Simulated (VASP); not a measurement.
WC, 6 atoms in the cell. Symmetry: P-6m2, No. 187, hexagonal system. The conventional cell has a = 2.898 Å, b = 2.898 Å, c = 2.828 Å, α = 90.00°, β = 90.00°, γ = 120.00°. W (site symmetry -6m2) has 6 C at 2.19 Å and 8 W at 2.83 to 2.90 Å within 2.9 Å. Within 2.9 Å of C (site symmetry -6m2) lie 6 W at 2.19 Å and 8 C at 2.83 to 2.90 Å. 

* Program: VASP 6.6.1
* Task: single point
* Functional: PBEsol
* Potentials or basis: VASP PAW PBE potentials, release 64 (W_sv, C)
* Cutoff: 520 eV
* k mesh: 23 × 23 × 7
* Occupations: gaussian, width 0.15 eV
* Spin: no spin polarisation
* Dipole correction: no
* Further INCAR settings: ALGO = Normal; EDIFF = 1e-06; NBANDS = 36

Potentials or basis: VASP PAW PBE potentials, release 64 (W_sv, C).

Run with:

```sh
$ cat potpaw_PBE.64/W_sv/POTCAR potpaw_PBE.64/C/POTCAR > POTCAR
$ mpirun -np 1 vasp_std > vasp.out
```

Hardware: 1 thread of AMD EPYC 7R13 Processor (Zen 3), with other jobs on the host.

Problem. How long does it take, and how much memory?

Solution. Run time: 7.2 min on 1 thread of AMD EPYC 7R13 Processor (Zen 3), on a shared host, peak memory 0.44 GiB. Counts: scf iterations 13, k points 224.
